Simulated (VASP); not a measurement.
Crystal: Zn.

```
Zn
1.0
     2.67000    0.00000    0.00000
    -1.33500    2.31229    0.00000
     0.00000    0.00000    4.96600
Zn
2
Direct
  0.33333 0.66667 0.25000
  0.66667 0.33333 0.75000
```

| Property | Result |
| --- | --- |
| Program | VASP 6.6.1 |
| Task | relaxation of volume and atoms at fixed shape |
| Functional | LDA |
| Potentials or basis | VASP PAW LDA potentials, release 64 (Zn) |
| Cutoff | 600 eV |
| k mesh | 19 × 19 × 9 |
| Occupations | gaussian, width 0.1 eV |
| Spin | no spin polarisation |

At the start: pressure -8.9 GPa; volume 15.33 Å³/atom.

**Question.** How do energy, volume and symmetry change on relaxing?

**Answer.** Over 3 steps the energy falls by 51.7 meV/atom and the volume is 13.67 Å³/atom (-10.8 %); space group P6_3/mmc (No. 194, to 0.1 Å) before and after.

Step by step:
| step | energy change (eV) | largest force (eV/Å) | pressure (GPa) | volume (Å³) |
| --- | --- | --- | --- | --- |
| 1 | 0.0000 | 0.0000 | -8.88 | 30.66 |
| 2 | -0.1023 | 0.0000 | 1.25 | 27.04 |
| 3 | -0.1034 | 0.0000 | -0.02 | 27.35 |

Final structure:
```
Zn
1.0
     2.57022    0.00000    0.00000
    -1.28511    2.22587    0.00000
     0.00000    0.00000    4.78041
Zn
2
Direct
  0.33333 0.66667 0.25000
  0.66667 0.33333 0.75000
```
